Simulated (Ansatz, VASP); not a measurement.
Two plane-wave programs on W

Contents of INCAR:

```
SYSTEM = W
PREC     = Accurate       ! precision mode
ENCUT    = 520            ! plane-wave cutoff, eV
EDIFF    = 1E-6           ! SCF threshold, eV
ISMEAR   = 0              ! smearing method
SIGMA    = 0.01           ! smearing width, eV
LREAL    = .False.        ! projectors in reciprocal space
LASPH    = .True.         ! aspherical terms in the spheres
NELM     = 100            ! most SCF steps
ALGO     = Normal         ! electronic algorithm
ISIF     = 2              ! what is computed and relaxed
LWAVE    = .False.        ! write WAVECAR
LCHARG   = .False.        ! write CHGCAR
GGA      = PE             ! functional
NBANDS   = 13             ! bands
```

The input KPOINTS:

```
regular mesh
0
Gamma
  14 14 14
  0 0 0
```

Contents of POSCAR:

```
W
1.0
   -1.5921723362      1.5921723362      1.5921723362
    1.5921723362     -1.5921723362      1.5921723362
    1.5921723362      1.5921723362     -1.5921723362
W
1
Direct
    0.0000000000      0.0000000000      0.0000000000
```

Input for Ansatz:

```yaml
crystal:
  lattice:
    - [-1.5921723362, 1.5921723362, 1.5921723362]
    - [1.5921723362, -1.5921723362, 1.5921723362]
    - [1.5921723362, 1.5921723362, -1.5921723362]
  atoms:
    - { symbol: W, position: [0.0, 0.0, 0.0] }
hamiltonian:
  xc: pbe
  pseudopotentials:
    kind: paw
    azcp:
      W: "pseudopotentials/W.paw.azcp"
basis:
  ecutwfc: 420
  fft_grid_basis: typed
kpoints:
  mp_grid: { grid: [14, 14, 14], shift: [0, 0, 0] }
magnetization:
  spin_polarized: false
scf:
  occupations: { method: gaussian, width: 0.01 }
  lower_state_search: "off"
output:
  stress: true
```

Alike in both runs: task single point; functional PBE; k mesh 14 × 14 × 14; occupations gaussian, width 0.01 eV; no spin polarisation.

|  | VASP | Ansatz |
| --- | --- | --- |
| version | VASP 6.6.1 | Ansatz 0.2.0 |
| potentials or method | VASP PAW PBE potentials, release 64 (W_sv), cutoff 520 eV | plane waves (420 eV) with PAW, scalar-relativistic |
| valence electrons in the cell | 14 | 14 |

```csv
,VASP,Ansatz,Ansatz less VASP
pressure (GPa),0.8,0.4,-0.47
```

The functional is the same, so the differences come from potentials, cutoffs and numerics.

Spin-orbit coupling is off throughout.
